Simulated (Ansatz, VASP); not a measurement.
# One calculation of AlGa2Sb3, two programs

```
Al Ga Sb
1.0
     4.22471    0.00000    0.00000
     0.00000    4.22471    0.00000
     0.00000    0.00000    8.18394
Al Ga Sb
1 2 3
Direct
  0.00000 0.00000 0.95698
  0.50000 0.00000 0.22020
  0.00000 0.50000 0.22020
  0.50000 0.50000 0.93382
  0.50000 0.50000 0.51783
  0.00000 0.00000 0.61179
```

Alike in both runs: task relaxation of cell and atoms; functional PBE; k mesh 10 × 10 × 6; occupations gaussian, width 0.1 eV; no spin polarisation.

```csv
,VASP,Ansatz
version,VASP 6.6.1,Ansatz 0.2.0
potentials or method,"VASP PAW PBE potentials, release 64 (Al, Ga_d, Sb), cutoff 600 eV","scalar-relativistic, plane waves, PAW"
valence electrons in the cell,44,74
```

Ansatz gave:

| Item | Value |
| --- | --- |
| gap on the k mesh at the Fermi level, each at its own relaxed structure (eV) | none |
| relaxed volume (Å³/atom) | 24.76 |
| relaxed length of the cell vector where the two differ most in proportion (Å) | 8.692 |

Problem. What did VASP give for the same quantities?

Solution. gap on the k mesh at the Fermi level, each at its own relaxed structure (eV): none; relaxed volume (Å³/atom): 24.62; relaxed length of the cell vector where the two differ most in proportion (Å): 8.595.

A gap of «none» marks a metal or a gap that the smearing closes. VASP's potentials hold 44 valence electrons a cell and Ansatz's 74, so a difference there can come from the potentials and not from the codes.

Spin-orbit coupling is off throughout.
